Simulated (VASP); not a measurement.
## KCl: single point with PBE

The system is KCl.

```
K Cl
1.0
     3.77081    0.00000    0.00000
     0.00000    3.77081    0.00000
     0.00000    0.00000    3.85867
K Cl
1 1
Direct
  0.00000 0.00000 0.00000
  0.50000 0.50000 0.50000
```

This cell differs from its parent crystal: uniaxial z strain +2.3%.

```json
{"Program": "VASP 6.6.1", "Task": "single point", "Functional": "PBE", "Potentials or basis": "VASP PAW PBE potentials, release 64 (K_sv, Cl)", "Cutoff": "520 eV", "k mesh": "8 × 8 × 8", "Occupations": "fermi-dirac, width 0.02 eV", "Spin": "no spin polarisation"}
```

```json
{
  "Pressure": "0.6 GPa",
  "Band gap on the k mesh": "4.88 eV, indirect (least direct gap 5.09 eV)"
}
```

Stress tensor (GPa, compression positive):
```
 0.92  0.00  0.00
 0.00  0.92  0.00
 0.00  0.00 -0.11
```

Levels at points of the mesh, in eV from the valence-band top:
```
           k point  band 5  band 6  band 7  band 8  band 9  band 10  band 11  band 12
(0.00, 0.00, 0.00)  -11.43   -0.33   -0.20   -0.20    4.88     6.46     6.55    10.64
(0.50, 0.00, 0.00)  -11.29   -1.88   -0.34   -0.20    7.81     7.90     8.44    10.11
(0.50, 0.50, 0.00)  -11.37   -1.27   -1.27   -0.10    6.22     7.16     8.79     8.79
(0.00, 0.00, 0.50)  -11.25   -1.87   -0.23   -0.23    7.82     7.85     8.27    10.14
(0.50, 0.00, 0.50)  -11.37   -1.30   -1.25    0.00    6.15     7.35     8.97     9.04
(0.50, 0.50, 0.50)  -11.58   -1.43   -1.43   -1.39    8.82     8.89     8.89     9.85
```

Run time: 41 s on 1 thread of Intel(R) Xeon(R) Platinum 8259CL CPU @ 2.50GHz (Skylake/Cascade Lake), on a shared host, peak memory 0.2 GiB.

Caveat: the cell differs from its parent crystal (uniaxial z strain +2.3%). A k mesh can miss the band edges.
